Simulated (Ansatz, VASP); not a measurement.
Sr: VASP beside Ansatz

INCAR

```
SYSTEM = Sr
  PREC = Accurate
  ENCUT = 520
  EDIFF = 1E-6
  ISMEAR = 0
  SIGMA = 0.1
  LREAL = .FALSE.
  LASPH = .TRUE.
  NELM = 100
  ALGO = Fast
  ISIF = 2
  LWAVE = .FALSE.
  LCHARG = .FALSE.
  GGA = PS
  NBANDS = 11
```

The input KPOINTS:

```
Automatic mesh
0
G
  12 12 12
  0 0 0
```

Contents of POSCAR:

```
Sr
1.0
    0.0000000000      3.0534013775      3.0534013775
    3.0534013775      0.0000000000      3.0534013775
    3.0534013775      3.0534013775      0.0000000000
Sr
1
Direct
    0.0000000000      0.0000000000      0.0000000000
```

Input for Ansatz:

```yaml
crystal:
  lattice:
    - [0.0, 3.0534013775, 3.0534013775]
    - [3.0534013775, 0.0, 3.0534013775]
    - [3.0534013775, 3.0534013775, 0.0]
  atoms:
    - { symbol: Sr, position: [0.0, 0.0, 0.0] }
basis:
  ecutwfc: 420
kpoints:
  mp_grid: { grid: [12, 12, 12] }
hamiltonian:
  xc: pbesol
scf:
  occupations: { method: gaussian, width: 0.1 }
output:
  forces: true
  stress: true
  eigenvalues: true
```

Alike in both runs: task single point; functional PBEsol; k mesh 12 × 12 × 12; occupations gaussian, width 0.1 eV; no spin polarisation.

|  | VASP | Ansatz |
| --- | --- | --- |
| version | VASP 6.6.1 | Ansatz 0.2.0 |
| potentials or method | VASP PAW PBE potentials, release 64 (Sr_sv), cutoff 520 eV | scalar-relativistic, plane waves, PAW |
| valence electrons in the cell | 10 | 10 |

```tsv
	VASP	Ansatz	Ansatz less VASP
gap on the k mesh at the Fermi level (eV)	none	none	-
pressure (GPa)	-1.0	-1.0	-0.01
```

VASP's potentials were made for PBE, not for PBEsol. A gap of «none» marks a metal or a gap that the smearing closes.
